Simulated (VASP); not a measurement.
A run of VASP 6.6.1:

POSCAR

```
MgB2
1.0
    3.0850000000      0.0000000000      0.0000000000
   -1.5425000000      2.6716883707      0.0000000000
    0.0000000000      0.0000000000      3.5230000000
Mg B
1 2
Direct
    0.0000000000      0.0000000000      0.0000000000
    0.3333333333      0.6666666667      0.5000000000
    0.6666666667      0.3333333333      0.5000000000
```

INCAR.step1

```
SYSTEM = MgB2
PREC = Accurate ; ENCUT = 600
ISMEAR = 0 ; SIGMA = 0.1
LREAL = .FALSE. ; LASPH = .TRUE.
NELM = 80 ; GGA = PE
ALGO = Normal ; EDIFF = 1E-4
LWAVE = .TRUE. ; LCHARG = .FALSE.
```

INCAR.step2

```
SYSTEM = MgB2
PREC = Accurate ; ENCUT = 600
EDIFF = 1E-7 ; ISMEAR = 0
SIGMA = 0.1 ; LREAL = .FALSE.
LASPH = .TRUE. ; NELM = 80
ALGO = Normal ; ISIF = 3
LWAVE = .FALSE. ; LCHARG = .FALSE.
METAGGA = R2SCAN ; LMIXTAU = .TRUE.
IBRION = 2 ; NSW = 100
EDIFFG = -0.002 ; ISTART = 1
```

File KPOINTS:

```
regular mesh
0
G
  15 15 12
  0 0 0
```

Potentials or basis: VASP PAW PBE potentials, release 64 (Mg, B).

Run with:

```bash
$ cat potpaw_PBE.64/Mg/POTCAR potpaw_PBE.64/B/POTCAR > POTCAR
$ cp INCAR.step1 INCAR
$ mpirun -np 1 vasp_std > vasp.out
$ cp INCAR.step2 INCAR
$ mpirun -np 1 vasp_std > vasp.out
```

Hardware: 1 thread of AMD EPYC 7R13, on a shared host.

Problem. Estimate the wall time of this run.

Solution. It took 12 min on 1 thread of AMD EPYC 7R13, on a shared host, peak memory 0.22 GiB. Counts: k points 189, ion steps 7.
